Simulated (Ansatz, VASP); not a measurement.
TaN in VASP and in Ansatz

```xyz
2
Lattice="0.0000 2.1558 2.1558 2.1558 0.0000 2.1558 2.1558 2.1558 0.0000" Properties=species:S:1:pos:R:3 pbc="T T T"
Ta    2.1652    2.1558    2.1558
N    -0.1210    0.0000    0.0000
```

Change from the starting cell: mode 4 frozen in at -0.122 Å, equal normal strain along x, y and z -0.0083.

Alike in both runs: task single point; functional LDA; k mesh 18 × 18 × 18; occupations gaussian, width 0.15 eV; no spin polarisation.

|  | VASP | Ansatz |
| --- | --- | --- |
| version | VASP 6.6.1 | Ansatz 0.2.0 |
| potentials or method | VASP PAW LDA potentials, release 64 (Ta_sv_GW, N), cutoff 600 eV | scalar-relativistic, plane waves, PAW |
| valence electrons in the cell | 18 | 18 |

```csv
,VASP,Ansatz,Ansatz less VASP
gap on the k mesh at the Fermi level (eV),none,none,-
pressure (GPa),14.9,13.3,-1.61
"traceless stress, the component that is largest in VASP (GPa)",6.96,6.88,-0.083
rms of the force components (eV/Å),0.868,0.855,-0.0127
```

Ansatz warns that its potentials were made for another functional, while VASP's fit it. LDA's correlation is that of Perdew and Zunger in VASP and of Perdew and Wang (1992) in Ansatz. Atom by atom the forces differ by 0.013 eV/Å (rms over components). A gap of «none» marks a metal or a gap that the smearing closes.

Neither program's run includes spin-orbit coupling.
